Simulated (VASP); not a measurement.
Zn: single point with LDA

Crystal: Zn.

```
Zn
1.0
     2.50491    0.00000    0.00000
    -1.25246    2.16932    0.00000
     0.00000    0.00000    4.94670
Zn
2
Cartesian
  0.0000 1.4462 1.2367
  1.2525 0.7231 3.7100
```

This cell differs from its parent crystal: strain -0.0600 x Voigt [1, 1, 0, 0, 0, 0].

```json
{"Program": "VASP 6.6.1", "Task": "single point", "Functional": "LDA", "Potentials or basis": "VASP PAW LDA potentials, release 64 (Zn)", "Cutoff": "520 eV", "k mesh": "21 × 21 × 10", "Occupations": "gaussian, width 0.15 eV", "Spin": "no spin polarisation", "Dipole correction": "no", "Further INCAR settings": "ALGO = Fast; EDIFF = 1e-07; NBANDS = 19"}
```

```
Pressure               : 4.4 GPa
Band gap on the k mesh : zero (band 12 reaches 5.68 eV, above the bottom of band 13 at 0.12 eV)
```

Stress tensor (GPa, compression positive):
```
 6.64  0.00  0.00
 0.00  6.64  0.00
 0.00  0.00 -0.16
```

Levels at points of the mesh, in eV from the Fermi level:
```csv
k point,band 8,band 9,band 10,band 11,band 12,band 13,band 14,band 15,band 16,band 17
"(0.00, 0.00, 0.00)",-7.43,-7.43,-7.23,-7.23,-4.39,-3.55,12.67,16.99,20.57,20.57
"(0.00, 0.00, 0.50)",-7.99,-7.32,-7.32,-7.32,-7.32,3.91,3.91,21.87,21.87,21.87
```

Run time: 2.2 min on 1 thread of AMD EPYC 9R14 (Zen 4) (shared host), peak memory 0.18 GiB.

Caveat: the cell differs from its parent crystal (strain -0.0600 x Voigt [1, 1, 0, 0, 0, 0]).
